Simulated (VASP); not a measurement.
Here is a VASP 6.6.1 calculation.

File INCAR:

```
PREC     = Accurate       # precision mode
ENCUT    = 600            # plane-wave cutoff, eV
EDIFF    = 1E-6           # SCF threshold, eV
ISMEAR   = 0              # smearing method
SIGMA    = 0.1            # smearing width, eV
LREAL    = F              # projectors in reciprocal space
LASPH    = T              # aspherical terms in the spheres
NELM     = 120            # most SCF steps
ALGO     = Normal         # electronic algorithm
ISIF     = 2              # what is computed and relaxed
LWAVE    = F              # write WAVECAR
LCHARG   = T              # write CHGCAR
GGA      = PE             # functional
LELF     = T              # ELF
LVHAR    = T            
NBANDS   = 24             # bands
GGA_COMPAT= F
```

File KPOINTS:

```
regular mesh
0
Gamma
  4 4 6
```

The input POSCAR:

```
Zn2SiN
1.0
    3.7881194900      0.0000000000      0.0000000000
    0.0000000000      3.7881194900      0.0000000000
    0.0000000000      0.0000000000      3.5809410300
Zn Si N
2 1 1
Direct
    0.0000000000      0.5000000000      0.5000000000
    0.5000000000      0.0000000000      0.5000000000
    0.5000000000      0.5000000000      0.0000000000
    0.0000000000      0.0000000000      0.0000000000
```

Potentials or basis: VASP PAW PBE potentials, release 64 (Zn, Si, N).

Launch:

```console
$ cat potpaw_PBE.64/Zn/POTCAR potpaw_PBE.64/Si/POTCAR potpaw_PBE.64/N/POTCAR > POTCAR
$ mpirun -np 1 vasp_std > vasp.out
```

(1) Predict the pressure.

(2) What does it give for the band gap on the k mesh?

Answers

(1) 3.0 GPa.

(2) zero (an odd number of electrons rules out a gap without spin polarisation).

Caveat: the k points lie up to 0.41 Å⁻¹ apart, too coarse for converged energies and pressures of a metal.
